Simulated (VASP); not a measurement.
Wanted: the native input for a VASP 6.6.1 run.

- Task: single point
- Functional: PBEsol
- Potentials or basis: VASP PAW PBE potentials, release 64 (Co, In_d, Sb)
- Cutoff: 520 eV
- k mesh: 2 × 2 × 2
- Occupations: gaussian, width 0.05 eV
- Spin: collinear spin, ferromagnetic start
- Starting moments: [2.32, 0.01, 0.01, 0.01, 0.01, 0.01, 0.01, 0.0, 0.04, 0.04, 0.04, 0.0, 0.04, 0.0, 0.0, 0.0] μB
- Hubbard terms: Co d U = 4.0 eV
- Dipole correction: no
- Further INCAR settings: LREAL = Auto; ALGO = Normal; EDIFF = 1e-06; NBANDS = 88

The structure of In7CoSb8 lies in POSCAR:

```
In7CoSb8
1.0
    0.0000000000      6.4782000000      6.4782000000
    6.4782000000      0.0000000000      6.4782000000
    6.4782000000      6.4782000000      0.0000000000
Co In Sb
1 7 8
Direct
    1.0000000000      0.0000000000      1.0000000000
    0.0041435421      0.0041435421      0.4958564579
    0.0041435421      0.4958564579      0.0041435421
    0.0041435421      0.4958564579      0.4958564579
    0.4958564579      0.0041435421      0.0041435421
    0.4958564579      0.0041435421      0.4958564579
    0.4958564579      0.4958564579      0.0041435421
    0.5000000000      0.5000000000      0.5000000000
    0.1174515371      0.1174515371      0.1174515371
    0.1174515371      0.1174515371      0.6476453887
    0.1174515371      0.6476453887      0.1174515371
    0.1230022386      0.6256659205      0.6256659205
    0.6476453887      0.1174515371      0.1174515371
    0.6256659205      0.1230022386      0.6256659205
    0.6256659205      0.6256659205      0.1230022386
    0.6256659205      0.6256659205      0.6256659205
```

The input as run:

INCAR

```
ALGO = Normal
EDIFF = 1E-6
ENCUT = 520
GGA = PS
ISIF = 2
ISMEAR = 0
ISPIN = 2
LASPH = True
LCHARG = False
LDAU = True
LDAUJ = 0 0 0
LDAUL = 2 -1 -1
LDAUPRINT = 1
LDAUTYPE = 2
LDAUU = 4 0 0
LMAXMIX = 4
LORBIT = 11
LREAL = Auto
LWAVE = False
MAGMOM = 2.32 0.01 0.01 0.01 0.01 0.01 0.01 0 0.04 0.04 0.04 0 0.04 0 0 0
NBANDS = 88
NELM = 150
PREC = Accurate
SIGMA = 0.05
```

KPOINTS

```
k-points
0
Gamma
  2 2 2
```

Potentials or basis: VASP PAW PBE potentials, release 64 (Co, In_d, Sb).

The run is started by

```sh
$ cat potpaw_PBE.64/Co/POTCAR potpaw_PBE.64/In_d/POTCAR potpaw_PBE.64/Sb/POTCAR > POTCAR
$ mpirun -np 1 vasp_std > vasp.out
```

Results of the run:

* Pressure: -0.7 GPa
* Largest force: 0.016 eV/Å
* Net moment: 2.44 μB per cell
* Site moments: Co +2.37; In +0.00, +0.01 (each value once); Sb -0.02, -0.00 (each value once) μB
* Valence electrons inside the program's atomic spheres: Co 7.88; In 11.42, 11.44 (each value once); Sb 2.47, 2.48 (each value once)

Caveat: the k points lie up to 0.42 Å⁻¹ apart; the PAW data sets were made with another functional, which shifts forces and pressure a little; a cell with one magnetic atom can't hold antiferromagnetic order, which such compounds often take; the U is typed as a test and isn't derived for this compound.

Wall time 37 min on 1 thread of Intel Xeon 8259CL, with other jobs on the host, peak memory 1 GiB.
